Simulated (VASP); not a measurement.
# Cu2Ni3 (P-3m1) in VASP: notebook

Runs on Cu2Ni3. Level: PBE. Tasks: single point.

Program: VASP 6.6.1. These are calculated values, not measurements. Logs are shortened: lines on timing, memory, paths and dates and some standing lists are left out, and cuts for length are marked.

## (1) The cell of the first run

Symmetry: P-3m1, No. 164, trigonal system. Conventional cell: a = 2.530 Å, b = 2.530 Å, c = 20.094 Å, α = 90.00°, β = 90.00°, γ = 120.00°. Cu (site symmetry 3m) has 3 Ni at 2.48 Å and 9 Cu at 2.48 to 2.53 Å within 3.3 Å. Cu (site symmetry 3m) has 6 Ni at 2.48 Å and 6 Cu at 2.53 Å within 3.3 Å. Within 3.3 Å of Ni (site symmetry 3m) lie 9 Ni at 2.48 to 2.53 Å and 3 Cu at 2.48 Å. Ni (site symmetry 3m) has 3 Cu at 2.48 Å and 9 Ni at 2.48 to 2.53 Å within 3.3 Å. Within 3.3 Å of Ni (site symmetry 3m) lie 3 Cu at 2.48 Å and 9 Ni at 2.48 to 2.53 Å.

## (2) Single point, PBE, collinear spin, ferromagnetic start

File INCAR:

```
ALGO = Normal ; EDIFF = 1E-6
ENCUT = 520 ; GGA = PE
ISIF = 2 ; ISMEAR = 0
ISPIN = 2 ; LASPH = True
LCHARG = False ; LMAXMIX = 4
LORBIT = 11 ; LREAL = False
LWAVE = False ; MAGMOM = 0 0 0 0 2 2 2 2 2 2
NBANDS = 67 ; NELM = 150
PREC = Accurate ; SIGMA = 0.1
```

File KPOINTS:

```
k-points
0
Gamma
  6 6 1
```

File POSCAR:

```
Cu2Ni3
1.0
    2.5300129000      0.0000000000      0.0000000000
   -1.2650064500      2.1910554400      0.0000000000
    0.0000000000      0.0000000000     20.0943196400
Cu Ni
4 6
Direct
    0.3333333300      0.6666666700      0.0500000000
    0.3333333300      0.6666666700      0.6500000000
    0.6666666700      0.3333333300      0.9500000000
    0.6666666700      0.3333333300      0.3500000000
    0.3333333300      0.6666666700      0.8500000000
    0.3333333300      0.6666666700      0.2500000000
    0.3333333300      0.6666666700      0.4500000000
    0.6666666700      0.3333333300      0.1500000000
    0.6666666700      0.3333333300      0.5500000000
    0.6666666700      0.3333333300      0.7500000000
```

Potentials or basis: VASP PAW PBE potentials, release 64 (Cu, Ni).

Started as:

```
$ cat potpaw_PBE.64/Cu/POTCAR potpaw_PBE.64/Ni/POTCAR > POTCAR
$ mpirun -np 1 vasp_std > vasp.out
```

OUTCAR:

```text
EDIFF = 1E-6
   ENCUT = 520
   GGA = PE
   ISIF = 2
   ISMEAR = 0
   ISPIN = 2
   LASPH = True
   LORBIT = 11
   LREAL = False
   NELM = 150
   PREC = Accurate

 ion  position               nearest neighbor table
   1  0.333  0.667  0.050-   3 2.48   8 2.48   3 2.48   8 2.48   3 2.48   8 2.48
   2  0.333  0.667  0.650-   9 2.48  10 2.48   9 2.48  10 2.48   9 2.48  10 2.48
   3  0.667  0.333  0.950-   1 2.48   5 2.48   1 2.48   5 2.48   1 2.48   5 2.48
   4  0.667  0.333  0.350-   6 2.48   7 2.48   6 2.48   7 2.48   6 2.48   7 2.48
   5  0.333  0.667  0.850-   3 2.48  10 2.48   3 2.48  10 2.48   3 2.48  10 2.48
   6  0.333  0.667  0.250-   4 2.48   8 2.48   4 2.48   8 2.48   4 2.48   8 2.48
   7  0.333  0.667  0.450-   9 2.48   4 2.48   9 2.48   4 2.48   9 2.48   4 2.48
   8  0.667  0.333  0.150-   1 2.48   6 2.48   1 2.48   6 2.48   1 2.48   6 2.48
   9  0.667  0.333  0.550-   7 2.48   2 2.48   7 2.48   2 2.48   7 2.48   2 2.48
  10  0.667  0.333  0.750-   2 2.48   5 2.48   2 2.48   5 2.48   2 2.48   5 2.48

  LATTYP: Found a hexagonal cell.
 ALAT       =     2.5300129000
 C/A-ratio  =     7.9423783333

  Lattice vectors:

 A1 = (   2.5300129000,   0.0000000000,   0.0000000000)
 A2 = (  -1.2650064500,   2.1910554400,   0.0000000000)
 A3 = (   0.0000000000,   0.0000000000,  20.0943196400)

Analysis of symmetry for initial positions (statically):
=====================================================================
 Subroutine PRICEL returns:
 Original cell was already a primitive cell.

 Routine SETGRP: Setting up the symmetry group for a
 hexagonal supercell.

 Subroutine GETGRP returns: Found 12 space group operations
 (whereof 12 operations were pure point group operations)
 out of a pool of 24 trial point group operations.

The static configuration has the point symmetry D_3d.

Analysis of symmetry for dynamics (positions and initial velocities):
=====================================================================
 Subroutine PRICEL returns:
 Original cell was already a primitive cell.

 Routine SETGRP: Setting up the symmetry group for a
 hexagonal supercell.

 Subroutine GETGRP returns: Found 12 space group operations
 (whereof 12 operations were pure point group operations)
 out of a pool of 24 trial point group operations.

The dynamic configuration has the point symmetry D_3d.

Analysis of structural, dynamic, and magnetic symmetry:
=====================================================================
 Subroutine PRICEL returns:
 Original cell was already a primitive cell.

 Routine SETGRP: Setting up the symmetry group for a
 hexagonal supercell.

 Subroutine GETGRP returns: Found 12 space group operations
 (whereof 12 operations were pure point group operations)
 out of a pool of 24 trial point group operations.

The overall configuration has the point symmetry D_3d.

 Subroutine INISYM returns: Found 12 space group operations
 (whereof 12 operations are pure point group operations),
 and found     1 'primitive' translations

----------------------------------------------------------------------------------------

                                     Primitive cell

  volume of cell :     111.3908

  direct lattice vectors                    reciprocal lattice vectors
     2.530012900  0.000000000  0.000000000     0.395254902  0.228200524  0.000000000
    -1.265006450  2.191055440  0.000000000     0.000000000  0.456401048  0.000000000
     0.000000000  0.000000000 20.094319640     0.000000000  0.000000000  0.049765308

  length of vectors
     2.530012900  2.530012897 20.094319640     0.456401048  0.456401048  0.049765308

  position of ions in fractional coordinates (direct lattice)
     0.333333330  0.666666670  0.050000000
     0.333333330  0.666666670  0.650000000
     0.666666670  0.333333330  0.950000000
     0.666666670  0.333333330  0.350000000
     0.333333330  0.666666670  0.850000000
     0.333333330  0.666666670  0.250000000
     0.333333330  0.666666670  0.450000000
     0.666666670  0.333333330  0.150000000
[... 58 lines left out ...]
   NGXF,Y,Z  is equivalent  to a cutoff of  26.28, 26.28, 24.82 a.u.
 SYSTEM =  unknown system
   PREC   = accura    normal or accurate (medium, high low for compatibility)
   ISTART =      0    job   : 0-new  1-cont  2-samecut
   ICHARG =      2    charge: 1-file 2-atom 10-const
   ISPIN  =      2    spin polarized calculation?
   LNONCOLLINEAR =      F non collinear calculations
   LSORBIT =      F    spin-orbit coupling
   LASPH  =      T    aspherical Exc in radial PAW
   ENCUT  =  520.0 eV  38.22 Ry    6.18 a.u.   4.70  4.70 37.36*2*pi/ulx,y,z
   NELM   =    150;   NELMIN=  2; NELMDL= -5     # of ELM steps
   EDIFF  = 0.1E-05   stopping-criterion for ELM
   LREAL  =      F    real-space projection
   EDIFFG = 0.1E-04   stopping-criterion for IOM
   NSW    =      0    number of steps for IOM
   IBRION =     -1    ionic relax: 0-MD 1-quasi-New 2-CG
   NFREE  =      0    steps in history (QN), initial steepest desc. (CG)
   ISIF   =      2    stress and relaxation
   ISYM   =      2    0-nonsym 1-usesym 2-fastsym
   POTIM  = 0.5000    time-step for ionic-motion
   TEBEG  =    0.0;   TEEND  =   0.0 temperature during run
   PSTRESS=    0.0 pullay stress
   NELECT =     104.0000    total number of electrons
   NUPDOWN=      -1.0000    fix difference up-down
   EMIN   =  10.00;   EMAX   =-10.00  energy-range for DOS
   EFERMI =   0.00;   METHOD = LEGACY
   ISMEAR =     0;   SIGMA  =   0.10  broadening in eV -4-tet -1-fermi 0-gaus
   EFERMI_NEDOS =   21; number of points for ismear=-14 and -15
   IALGO  =     38    algorithm
   IMIX   =      4    mixing-type and parameters
     AMIX     =   0.40;   BMIX     =  1.00
     AMIX_MAG =   1.60;   BMIX_MAG =  1.00
  volume/ion in A,a.u.               =      11.14        75.17
  Fermi-wavevector in a.u.,A,eV,Ry     =   1.600060  3.023674 34.833507  2.560191
  Thomas-Fermi vector in A             =   2.697255
   LORBIT       =     11    0 simple, 1 ext, 2 COOP (PROOUT), +10 PAW based schemes
   GGA     = PE    functional components
   LHFCALC =     F    Hartree Fock is set to
   AEXX    =    0.0000 exact exchange contribution
   IVDW    =     0    specifies the selected vdW correction
   LEPSILON=     F    determine dielectric tensor
   LRPA    =     F    only Hartree local field effects (RPA)
 spin polarized calculation
 Gauss-broadening in eV      SIGMA  =   0.10
  energy-cutoff  :      520.00
  volume of cell :      111.39
 maximum number of plane-waves:      3039
 NGX is ok and might be reduce to    20
   NGX =  9   NGY =  9   NGZ = 75

 number of electron     103.9999968 magnetization      10.3541451

 number of electron     103.9999968 magnetization       1.4770559

 Free energy of the ion-electron system (eV)
  ---------------------------------------------------
  ext. energy  EPLUGINS =         0.00000000
  ---------------------------------------------------
  free energy    TOTEN  =       -47.37345166 eV

  energy without entropy =      -47.28458954  energy(sigma->0) =      -47.32902060

 E-fermi :   8.5730     XC(G=0): -13.0900

 val. band max:        8.5722320155   @ k =   0.1667  -0.0000   0.0000
 cond. band min:       8.5931172511   @ k =   0.1667   0.1667   0.0000
 fundamental gap:      0.0208852357
 Fermi energy:         8.5730490331

 spin component 1

 k-point     1 :       0.0000    0.0000    0.0000
  band No.  band energies     occupation
      1      -0.6153      1.00000
      2      -0.1648      1.00000
      3      -0.0221      1.00000
      4       0.9888      1.00000
      5       1.1977      1.00000
      6       2.6109      1.00000
[... 458 lines left out ...]
     63      13.8502      0.00000
     64      14.2439      0.00000
 Fermi energy:         8.5730490331

 spin component 2

 k-point     1 :       0.0000    0.0000    0.0000
  band No.  band energies     occupation
      1      -0.6492      1.00000
      2      -0.1835      1.00000
      3      -0.0466      1.00000
      4       0.9622      1.00000
      5       1.1787      1.00000
      6       2.5959      1.00000
[... 458 lines left out ...]
     63      13.9062      0.00000
     64      14.3051      0.00000
 [bands above 64 left out]

------------------------ aborting loop because EDIFF is reached ----------------------------------------

  FORCE on cell =-STRESS in cart. coord.  units (eV):
  Direction    XX          YY          ZZ          XY          YZ          ZX
  --------------------------------------------------------------------------------------
  -------------------------------------------------------------------------------------
  Total       -0.8282533     -0.8282533      6.2455280      0.0000000     -0.0000000      0.0000000
  in kB      -11.9130875    -11.9130875     89.8318477      0.0000000     -0.0000000      0.0000000
  external PRESSURE =      22.0018909 kB  Pullay stress =       0.0000000 kB

 VOLUME and BASIS-vectors are now :
 -----------------------------------------------------------------------------
  energy-cutoff  :      520.00
  volume of cell :      111.39
      direct lattice vectors                 reciprocal lattice vectors
     2.530012900  0.000000000  0.000000000     0.395254902  0.228200524  0.000000000
    -1.265006450  2.191055440  0.000000000     0.000000000  0.456401048  0.000000000
     0.000000000  0.000000000 20.094319640     0.000000000  0.000000000  0.049765308

 POSITION                                       TOTAL-FORCE (eV/Angst)
 -----------------------------------------------------------------------------------
     -0.00000      1.46070      1.00472         0.000000     -0.000000      0.249075
     -0.00000      1.46070     13.06131        -0.000000      0.000000     -0.044655
      1.26501      0.73035     19.08960        -0.000000      0.000000     -0.249075
      1.26501      0.73035      7.03301        -0.000000      0.000000      0.044655
     -0.00000      1.46070     17.08017        -0.000000      0.000000     -0.385701
     -0.00000      1.46070      5.02358        -0.000000      0.000000     -0.430979
     -0.00000      1.46070      9.04244        -0.000000      0.000000      0.283819
      1.26501      0.73035      3.01415         0.000000     -0.000000      0.385701
      1.26501      0.73035     11.05188         0.000000     -0.000000     -0.283819
      1.26501      0.73035     15.07074        -0.000000     -0.000000      0.430979
 -----------------------------------------------------------------------------------
    total drift:                               -0.000000     -0.000000     -0.000000

  FREE ENERGIE OF THE ION-ELECTRON SYSTEM (eV)
  ---------------------------------------------------
  free  energy   TOTEN  =       -47.3734516605 eV

  energy  without entropy=      -47.2845895385  energy(sigma->0) =      -47.32902060

 total charge

# of ion       s       p       d       tot
------------------------------------------
    1        0.464   0.425   9.179  10.067
    2        0.464   0.426   9.174  10.064
    3        0.464   0.425   9.179  10.067
    4        0.464   0.426   9.174  10.064
    5        0.482   0.463   8.340   9.285
    6        0.483   0.462   8.337   9.281
    7        0.481   0.461   8.344   9.285
    8        0.482   0.463   8.340   9.285
    9        0.481   0.461   8.344   9.285
   10        0.483   0.462   8.337   9.281
--------------------------------------------------
tot          4.747   4.473  86.745  95.966

 magnetization (x)

# of ion       s       p       d       tot
------------------------------------------
    1       -0.004  -0.011  -0.010  -0.026
    2       -0.002  -0.007   0.005  -0.004
    3       -0.004  -0.011  -0.010  -0.026
    4       -0.002  -0.007   0.005  -0.004
    5       -0.004  -0.015   0.397   0.378
    6       -0.004  -0.015   0.485   0.465
    7       -0.001  -0.001  -0.037  -0.039
    8       -0.004  -0.015   0.397   0.378
    9       -0.001  -0.001  -0.037  -0.039
   10       -0.004  -0.015   0.485   0.465
--------------------------------------------------
tot         -0.033  -0.099   1.679   1.548
```

It took 6.5 min on 1 thread of Intel Xeon Platinum 8488C (Sapphire Rapids), shared host; peak memory 0.32 GiB.

What came out:

| Quantity | Value |
| --- | --- |
| Free energy | -47.3735 eV |
| Pressure | 2.2 GPa |
| Largest force | 0.431 eV/Å |
| Net moment | 1.48 μB per cell |
| Site moments | Cu -0.03, -0.00; Ni +0.38, +0.47, -0.04 μB |
| Valence electrons inside the program's atomic spheres | Cu 10.07, 10.06; Ni 9.29, 9.28 |

Forces on the atoms (eV/Å):
```
Cu   0.000  0.000  0.249
Cu   0.000  0.000 -0.045
Cu   0.000  0.000 -0.249
Cu   0.000  0.000  0.045
Ni   0.000  0.000 -0.386
Ni   0.000  0.000 -0.431
Ni   0.000  0.000  0.284
Ni   0.000  0.000  0.386
Ni   0.000  0.000 -0.284
Ni   0.000  0.000  0.431
```

Caveat: the k points lie up to 0.48 Å⁻¹ apart.

## (3) Single point, PBE, collinear spin, ferromagnetic start

This run uses another cell than the first one, of 11.27 Å³/atom, 1.012 times its volume.

File INCAR:

```
ALGO     = Normal         # electronic algorithm
EDIFF    = 1E-7           # SCF threshold, eV
ENCUT    = 520            # plane-wave cutoff, eV
GGA      = PE             # functional
ISIF     = 2              # what is computed and relaxed
ISMEAR   = 0              # smearing method
ISPIN    = 2              # spin polarisation
LASPH    = T              # aspherical terms in the spheres
LCHARG   = T              # write CHGCAR
LELF     = T              # ELF
LMAXMIX  = 4              # l up to which the mixer works
LORBIT   = 11             # projections on sites
LREAL    = F              # projectors in reciprocal space
LVHAR    = T            
LWAVE    = F              # write WAVECAR
MAGMOM   = 0 0 0 0 2 2 2 2 2 2 # initial moments
NBANDS   = 67             # bands
NELM     = 150            # most SCF steps
PREC     = Accurate       # precision mode
SIGMA    = 0.1            # smearing width, eV
```

KPOINTS is that of step 2.

File POSCAR:

```
Cu2Ni3
1.0
    2.5055846692      0.0000000000      0.0000000000
   -1.2527923346      2.1698999748      0.0000000000
    0.0000000000      0.0000000000     20.7364867585
Cu Ni
4 6
Direct
    0.3333333333      0.6666666667      0.0517707612
    0.3333333333      0.6666666667      0.6495678478
    0.6666666667      0.3333333333      0.9482292388
    0.6666666667      0.3333333333      0.3504321522
    0.3333333333      0.6666666667      0.8477094187
    0.3333333333      0.6666666667      0.2493818076
    0.3333333333      0.6666666667      0.4515529613
    0.6666666667      0.3333333333      0.1522905813
    0.6666666667      0.3333333333      0.5484470387
    0.6666666667      0.3333333333      0.7506181924
```

Potentials or basis: VASP PAW PBE potentials, release 64 (Cu, Ni).

Started as:

```
$ cat potpaw_PBE.64/Cu/POTCAR potpaw_PBE.64/Ni/POTCAR > POTCAR
$ mpirun -np 1 vasp_std > vasp.out
```

Run time: 5.1 min. Hardware: 1 thread of Intel Xeon Platinum 8488C (Sapphire Rapids), shared host; peak memory 0.32 GiB.

It converged, with:

- Free energy: -47.5569 eV
- Pressure: 0.2 GPa
- Largest force: 0.015 eV/Å
- Net moment: 2.22 μB per cell
- Site moments: Cu -0.03, -0.02; Ni +0.35, +0.43, +0.44 μB
- Valence electrons inside the program's atomic spheres: Cu 10.03, 10.04; Ni 9.29, 9.28

Forces in eV/Å, atoms in the order of the input:
```
Cu   0.000  0.000  0.015
Cu   0.000  0.000  0.000
Cu   0.000  0.000 -0.015
Cu   0.000  0.000  0.000
Ni   0.000  0.000 -0.007
Ni   0.000  0.000 -0.008
Ni   0.000  0.000  0.008
Ni   0.000  0.000  0.007
Ni   0.000  0.000 -0.008
Ni   0.000  0.000  0.008
```

Levels at points of the mesh, in eV from the Fermi level:
Spin up:
```
           k point  band 51  band 52  band 53  band 54  band 55  band 56  band 57  band 58  band 59  band 60
(0.00, 0.00, 0.00)    -0.87    -0.85    -0.85    -0.55    -0.53    -0.53    -0.48    -0.48    -0.48    -0.48
(0.50, 0.00, 0.00)     0.49     0.63     0.86     0.87     0.99     1.59     1.67     2.53     2.67     2.74
```
Spin down:
```csv
k point,band 48,band 49,band 50,band 51,band 52,band 53,band 54,band 55,band 56,band 57
"(0.00, 0.00, 0.00)",-0.60,-0.53,-0.53,-0.51,-0.51,-0.48,-0.48,-0.03,-0.03,-0.02
"(0.50, 0.00, 0.00)",0.35,0.35,0.35,0.60,0.63,0.90,1.00,1.12,1.63,1.77
```

Caveat: the k points lie up to 0.48 Å⁻¹ apart.
